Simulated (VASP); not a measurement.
## W: relaxation of cell and atoms with r2SCAN

The system is W.

```xyz
1
Lattice="-1.5424 1.5424 1.5424 1.5424 -1.5424 1.5424 1.5424 1.5424 -1.5424" Properties=species:S:1:pos:R:3 pbc="T T T"
W     0.0000    0.0000    0.0000
```

```
Program                : VASP 6.6.1
Task                   : relaxation of cell and atoms
Functional             : r2SCAN
Potentials or basis    : VASP PAW PBE potentials, release 64 (W_sv)
Cutoff                 : 600 eV
k mesh                 : 18 × 18 × 18
Occupations            : gaussian, width 0.1 eV
Spin                   : no spin polarisation
Target pressure        : 30 GPa
Dipole correction      : no
Further INCAR settings : ALGO = Normal; EDIFF = 1e-06; IBRION = 2; EDIFFG = -0.008; NSW = 70; ISIF = 3
```

| Property | Result |
| --- | --- |
| Relaxed volume | 14.75 Å³/atom |
| Relaxed cell | a = 2.676 Å, b = 2.676 Å, c = 2.676 Å, α = 109.47°, β = 109.47°, γ = 109.47° |
| Space group after relaxing (to 0.05 Å) | Im-3m (No. 229) |
| Energy change on relaxing (the enthalpy is what falls) | -15.0 meV/atom |
| Ionic steps | 3 |
| Pressure after relaxing | 30.0 GPa |
| Band gap on the k mesh | zero (band 7 reaches 18.25 eV, above the bottom of band 8 at 10.95 eV) |

The path:
```
step  energy change (eV)  largest force (eV/Å)  pressure (GPa)  volume (Å³)
   1              0.0000                0.0000           32.35        14.68
   2             -0.0736                0.0000           19.10        15.14
   3             -0.0150                0.0000           29.99        14.75
```

Final structure:
```
W
1.0
    -1.54507    1.54507    1.54507
     1.54507   -1.54507    1.54507
     1.54507    1.54507   -1.54507
W
1
Direct
  0.00000 0.00000 0.00000
```

Levels at points of the mesh, in eV from the Fermi level:
| k point | band 5 | band 6 | band 7 | band 8 | band 9 | band 10 |
| --- | --- | --- | --- | --- | --- | --- |
| (0.00, 0.00, 0.00) | -10.51 | -1.40 | -1.40 | -1.40 | 2.74 | 2.74 |
| (0.50, 0.00, 0.00) | -7.05 | -4.11 | 0.84 | 2.64 | 3.78 | 7.04 |
| (0.50, 0.50, 0.50) | -6.65 | -6.65 | 5.91 | 5.91 | 5.91 | 9.20 |

Wall time 110 s on 1 thread of Intel(R) Xeon(R) 6975P-C (Granite Rapids) (shared host), peak memory 0.17 GiB.

Caveat: the cell is relaxed towards a set pressure, so the enthalpy falls and the energy may rise; the PAW data sets were made with another functional, which shifts forces and pressure a little; spin-orbit coupling is left out, which moves the levels of the heavy elements.
